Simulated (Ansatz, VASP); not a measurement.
## One calculation of ZnS, two programs

```
Zn S
1.0
    -3.80672    0.00000    0.00000
    -1.90336   -3.29672    0.00000
    -1.42752   -0.82418   12.49147
Zn S
4 4
Cartesian
  -1.9034 -1.0989 11.3228
  -1.9034 -1.0989 5.0771
  -3.8067 -2.1978 1.9542
  -3.8067 -2.1978 8.2000
  -1.9034 -1.0989 1.1687
  -1.9034 -1.0989 7.4144
  -3.8067 -2.1978 4.2915
  -3.8067 -2.1978 10.5373
```

Alike in both runs: task single point; functional r2SCAN; k mesh 7 × 7 × 2; occupations gaussian, width 0.05 eV; no spin polarisation.

```csv
,VASP,Ansatz
version,VASP 6.6.1,Ansatz 0.2.0
potentials or method,"VASP PAW PBE potentials, release 64 (Zn, S), cutoff 520 eV","scalar-relativistic, plane waves, PAW"
valence electrons in the cell,72,72
```

|  | VASP | Ansatz | Ansatz less VASP |
| --- | --- | --- | --- |
| gap on the k mesh at the Fermi level (eV) | 1.94 | 1.93 | -0.004 |
| least direct gap on the mesh (eV) | 1.94 | 1.93 | -0.004 |
| pressure (GPa) | -0.3 | -0.3 | -0.05 |
| traceless stress, the component that is largest in VASP (GPa) | 1.99 | 2.02 | +0.028 |
| rms of the force components (eV/Å) | 0.211 | 0.210 | -0.0012 |

VASP's potentials were made for PBE, not for r2SCAN. Atom by atom the forces differ by 0.005 eV/Å (rms over components). With one functional, cell and mesh, what is left measures potentials, basis and numerics.
